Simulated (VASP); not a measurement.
# CuI3 (Pm-3m) in VASP: single point with r2SCAN+U

Aim: the single point of CuI3 with r2SCAN+U.

All numbers are computed with VASP 6.6.1; they aren't measurements. Logs are shortened: lines on timing, memory, paths and dates and some standing lists are left out, and cuts for length are marked.

## Step 1: The cell of the first run

Symmetry: Pm-3m, No. 221, cubic system. The conventional cell has a = 5.516 Å, b = 5.516 Å, c = 5.516 Å, α = 90.00°, β = 90.00°, γ = 90.00°. Cu (site symmetry m-3m) has 6 I at 2.76 Å within 3.6 Å. I (site symmetry 4/mmm) has 2 Cu at 2.76 Å within 3.6 Å.

## Step 2: Single point, r2SCAN+U, collinear spin

POSCAR reads:

```
CuI3
1.0
    5.5162924500      0.0000000000      0.0000000000
    0.0000000000      5.5162924500      0.0000000000
    0.0000000000      0.0000000000      5.5162924500
Cu I
1 3
Direct
    0.0000000000      0.0000000000      0.0000000000
    0.5000000000      0.0000000000      0.0000000000
    0.0000000000      0.0000000000      0.5000000000
    0.0000000000      0.5000000000      0.0000000000
```

INCAR.step1 reads:

```
PREC = Accurate ; ENCUT = 520
ISMEAR = 0 ; SIGMA = 0.05
LREAL = False ; LASPH = True
NELM = 150 ; ISPIN = 2
MAGMOM = -0.21 -0.26 -0.26 -0.26 ; LMAXMIX = 4
LDAU = True ; LDAUTYPE = 2
LDAUL = 2 -1 ; LDAUU = 2.5 0
LDAUJ = 0 0 ; NBANDS = 28
GGA = PE ; ALGO = Normal
EDIFF = 1E-4 ; LWAVE = True
LCHARG = False
```

INCAR.step2 reads:

```
PREC = Accurate ; ENCUT = 520
EDIFF = 1E-6 ; ISMEAR = 0
SIGMA = 0.05 ; LREAL = False
LASPH = True ; NELM = 150
ALGO = Normal ; ISIF = 2
LWAVE = False ; LCHARG = True
ISPIN = 2 ; MAGMOM = -0.21 -0.26 -0.26 -0.26
LORBIT = 11 ; LMAXMIX = 4
LDAU = True ; LDAUTYPE = 2
LDAUL = 2 -1 ; LDAUU = 2.5 0
LDAUJ = 0 0 ; LDAUPRINT = 1
METAGGA = R2SCAN ; LMIXTAU = True
LELF = True ; LVHAR = True
NBANDS = 28 ; ISTART = 1
```

KPOINTS reads:

```
Automatic mesh
0
Gamma
  4 4 4
```

Potentials or basis: VASP PAW PBE potentials, release 64 (Cu, I).

Command:

```bash
$ cat potpaw_PBE.64/Cu/POTCAR potpaw_PBE.64/I/POTCAR > POTCAR
$ cp INCAR.step1 INCAR
$ mpirun -np 1 vasp_std > vasp.out
$ cp INCAR.step2 INCAR
$ mpirun -np 1 vasp_std > vasp.out
```

OUTCAR:

```text
PREC = Accurate
   ENCUT = 520
   EDIFF = 1E-6
   ISMEAR = 0
   LREAL = False
   LASPH = True
   NELM = 150
   ISIF = 2
   ISPIN = 2
   LORBIT = 11
   METAGGA = R2SCAN
   ISTART = 1

 ion  position               nearest neighbor table
   1  0.000  0.000  0.000-   2 2.76   3 2.76   4 2.76   3 2.76   4 2.76   2 2.76
   2  0.500  0.000  0.000-   1 2.76   1 2.76
   3  0.000  0.000  0.500-   1 2.76   1 2.76
   4  0.000  0.500  0.000-   1 2.76   1 2.76

  LATTYP: Found a simple cubic cell.
 ALAT       =     5.5162924500

  Lattice vectors:

 A1 = (   5.5162924500,   0.0000000000,   0.0000000000)
 A2 = (   0.0000000000,   5.5162924500,   0.0000000000)
 A3 = (   0.0000000000,   0.0000000000,   5.5162924500)

Analysis of symmetry for initial positions (statically):
=====================================================================
 Subroutine PRICEL returns:
 Original cell was already a primitive cell.

 Routine SETGRP: Setting up the symmetry group for a
 simple cubic supercell.

 Subroutine GETGRP returns: Found 48 space group operations
 (whereof 48 operations were pure point group operations)
 out of a pool of 48 trial point group operations.

The static configuration has the point symmetry O_h .

Analysis of symmetry for dynamics (positions and initial velocities):
=====================================================================
 Subroutine PRICEL returns:
 Original cell was already a primitive cell.

 Routine SETGRP: Setting up the symmetry group for a
 simple cubic supercell.

 Subroutine GETGRP returns: Found 48 space group operations
 (whereof 48 operations were pure point group operations)
 out of a pool of 48 trial point group operations.

The dynamic configuration has the point symmetry O_h .

Analysis of structural, dynamic, and magnetic symmetry:
=====================================================================
 Subroutine PRICEL returns:
 Original cell was already a primitive cell.

 Routine SETGRP: Setting up the symmetry group for a
[... 165 lines left out ...]
  o =  0.9571  v =  0.0000  0.8392 -0.0000 -0.5438  0.0000  0.0000  0.0000  0.0000  0.0000  0.0000      0.0000  0.0000  0.0000  0.0000  0.0000  0.0000  0.0000  0.0000  0.0000  0.0000
  o =  0.9571  v =  1.0000  0.0000  0.0000  0.0000  0.0000  0.0000  0.0000  0.0000  0.0000  0.0000      0.0000  0.0000  0.0000  0.0000  0.0000  0.0000  0.0000  0.0000  0.0000  0.0000
  o =  0.9584  v =  0.0000  0.0000  0.0000  0.0000  0.0000  1.0000  0.0000  0.0000  0.0000  0.0000      0.0000  0.0000  0.0000  0.0000  0.0000  0.0000  0.0000  0.0000  0.0000  0.0000
  o =  0.9584  v =  0.0000  0.0000  0.0000  0.0000  0.0000  0.0000 -0.7415  0.0000 -0.6709 -0.0000      0.0000  0.0000  0.0000  0.0000  0.0000  0.0000  0.0000  0.0000  0.0000  0.0000
  o =  0.9584  v =  0.0000  0.0000  0.0000  0.0000  0.0000  0.0000  0.6709 -0.0000 -0.7415  0.0000      0.0000  0.0000  0.0000  0.0000  0.0000  0.0000  0.0000  0.0000  0.0000  0.0000

 number of electron      32.0000026 magnetization      -1.2807159

 Free energy of the ion-electron system (eV)
  ---------------------------------------------------
  ext. energy  EPLUGINS =         0.00000000
  ---------------------------------------------------
  free energy    TOTEN  =       -83.11347405 eV

  energy without entropy =      -83.10926080  energy(sigma->0) =      -83.11136743

 E-fermi :   0.9070     XC(G=0):  -7.8192

 val. band max:        0.8954704796   @ k =   0.5000   0.2500   0.0000
 cond. band min:       0.9877156566   @ k =   0.5000   0.2500   0.2500
 fundamental gap:      0.0922451770
 Fermi energy:         0.9070318364

 spin component 1

 k-point     1 :       0.0000    0.0000    0.0000
  band No.  band energies     occupation
      1     -11.7905      1.00000
      2     -10.5994      1.00000
      3     -10.5994      1.00000
      4      -2.3859      1.00000
      5      -2.3859      1.00000
      6      -2.3859      1.00000
[... 299 lines left out ...]
     27      10.8162      0.00000
     28      10.8162      0.00000
 Fermi energy:         0.9070318364

 spin component 2

 k-point     1 :       0.0000    0.0000    0.0000
  band No.  band energies     occupation
      1     -12.1068      1.00000
      2     -10.9624      1.00000
      3     -10.9624      1.00000
      4      -2.6397      1.00000
      5      -2.6397      1.00000
      6      -2.6397      1.00000
[... 299 lines left out ...]
     27      10.6708      0.00000
     28      10.6708      0.00000

------------------------ aborting loop because EDIFF is reached ----------------------------------------

  FORCE on cell =-STRESS in cart. coord.  units (eV):
  Direction    XX          YY          ZZ          XY          YZ          ZX
  --------------------------------------------------------------------------------------
  -------------------------------------------------------------------------------------
  Total       -0.9736504     -0.9736504     -0.9736504      0.0000000     -0.0000000      0.0000000
  in kB       -9.2933394     -9.2933394     -9.2933394      0.0000000     -0.0000000      0.0000000
  external PRESSURE =      -9.2933394 kB  Pullay stress =       0.0000000 kB

 VOLUME and BASIS-vectors are now :
 -----------------------------------------------------------------------------
  energy-cutoff  :      520.00
  volume of cell :      167.86
      direct lattice vectors                 reciprocal lattice vectors
     5.516292450  0.000000000  0.000000000     0.181281179  0.000000000  0.000000000
     0.000000000  5.516292450  0.000000000     0.000000000  0.181281179  0.000000000
     0.000000000  0.000000000  5.516292450     0.000000000  0.000000000  0.181281179

 POSITION                                       TOTAL-FORCE (eV/Angst)
 -----------------------------------------------------------------------------------
      0.00000      0.00000      0.00000         0.000000      0.000000      0.000000
      2.75815      0.00000      0.00000         0.000000      0.000000      0.000000
      0.00000      0.00000      2.75815         0.000000      0.000000      0.000000
      0.00000      2.75815      0.00000         0.000000      0.000000      0.000000
 -----------------------------------------------------------------------------------
    total drift:                               -0.000000     -0.000000     -0.000000

  FREE ENERGIE OF THE ION-ELECTRON SYSTEM (eV)
  ---------------------------------------------------
  free  energy   TOTEN  =       -83.1134740506 eV

  energy  without entropy=      -83.1092608022  energy(sigma->0) =      -83.11136743

 total charge

# of ion       s       p       d       tot
------------------------------------------
    1        0.306   0.244   9.297   9.847
    2        1.527   2.724   0.017   4.267
    3        1.527   2.724   0.017   4.267
    4        1.527   2.724   0.017   4.267
--------------------------------------------------
tot          4.886   8.415   9.348  22.649

 magnetization (x)

# of ion       s       p       d       tot
------------------------------------------
    1        0.007  -0.009  -0.212  -0.214
    2       -0.006  -0.244  -0.001  -0.250
    3       -0.006  -0.244  -0.001  -0.250
    4       -0.006  -0.244  -0.001  -0.250
--------------------------------------------------
tot         -0.009  -0.740  -0.214  -0.963
```

OUTCAR.step1:

```text
PREC = Accurate
   ENCUT = 520
   ISMEAR = 0
   LREAL = False
   LASPH = True
[... 855 lines left out ...]
      0.00000      0.00000      0.00000         0.000000      0.000000      0.000000
      2.75815      0.00000      0.00000         0.000000      0.000000      0.000000
      0.00000      0.00000      2.75815         0.000000      0.000000      0.000000
      0.00000      2.75815      0.00000         0.000000      0.000000      0.000000
 -----------------------------------------------------------------------------------
    total drift:                               -0.000000     -0.000000     -0.000000

  FREE ENERGIE OF THE ION-ELECTRON SYSTEM (eV)
  ---------------------------------------------------
  free  energy   TOTEN  =        -6.8700866994 eV

  energy  without entropy=       -6.8638398509  energy(sigma->0) =       -6.86696328
```

OSZICAR.step1:

```text
N       E                     dE             d eps       ncg     rms          rms(c)
DAV:   1     0.230867877087E+03    0.23087E+03   -0.11632E+04  1120   0.976E+02
DAV:   2     0.187438091053E+02   -0.21212E+03   -0.19313E+03  1184   0.222E+02
DAV:   3    -0.676744968486E+01   -0.25511E+02   -0.24119E+02  1432   0.866E+01
DAV:   4    -0.808785051731E+01   -0.13204E+01   -0.13146E+01  1556   0.191E+01
DAV:   5    -0.812446871021E+01   -0.36618E-01   -0.36611E-01  1528   0.363E+00    0.120E+01
DAV:   6    -0.108298495657E+02   -0.27054E+01   -0.39844E+01  1368   0.159E+02    0.127E+01
DAV:   7    -0.720830679044E+01    0.36215E+01   -0.87665E+00  1496   0.482E+01    0.511E+00
DAV:   8    -0.691125944173E+01    0.29705E+00   -0.24510E+00  1528   0.343E+01    0.320E+00
DAV:   9    -0.687247839063E+01    0.38781E-01   -0.78939E-01  1416   0.212E+01    0.209E+00
DAV:  10    -0.685775975433E+01    0.14719E-01   -0.13295E-01  1468   0.627E+00    0.111E+00
DAV:  11    -0.685677746033E+01    0.98229E-03   -0.11763E-02  1460   0.520E-01    0.134E+00
DAV:  12    -0.686925289196E+01   -0.12475E-01   -0.52666E-03  1460   0.154E+00    0.124E+00
DAV:  13    -0.687067894213E+01   -0.14261E-02   -0.13586E-03  1444   0.456E-01    0.116E+00
DAV:  14    -0.687103435804E+01   -0.35542E-03   -0.31071E-04  1136   0.250E-01    0.110E+00
DAV:  15    -0.687120491332E+01   -0.17056E-03   -0.47662E-03  1348   0.120E+00    0.739E-01
DAV:  16    -0.687017655899E+01    0.10284E-02   -0.11221E-03  1524   0.399E-01    0.571E-01
DAV:  17    -0.687008669935E+01    0.89860E-04   -0.13732E-04   904   0.193E-01
   1 F= -.68700867E+01 E0= -.68669633E+01  d E =-.624685E-02  mag=    -1.2046
```

It took 12 min on 1 thread of AMD EPYC 7R43 (Zen 3), shared host; peak memory 0.34 GiB.

What came out:

```yaml
Free_energy: -83.1135 eV
Pressure: -0.9 GPa
Net_moment: -1.28 μB per cell
Site_moments: Cu -0.21; I -0.25 μB
Valence_electrons_inside_the_program's_atomic_spheres: Cu 9.85; I 4.27
```

Eigenvalues of the final occupation matrices:
```
    site  spin  trace               eigenvalues
site 1 d     1   4.55  0.84 0.84 0.96 0.96 0.96
site 1 d     2   4.76  0.94 0.94 0.96 0.96 0.96
```

Caveat: the PAW data sets were made with another functional, which shifts forces and pressure a little; spin-orbit coupling is left out, which moves the levels of the heavy elements.
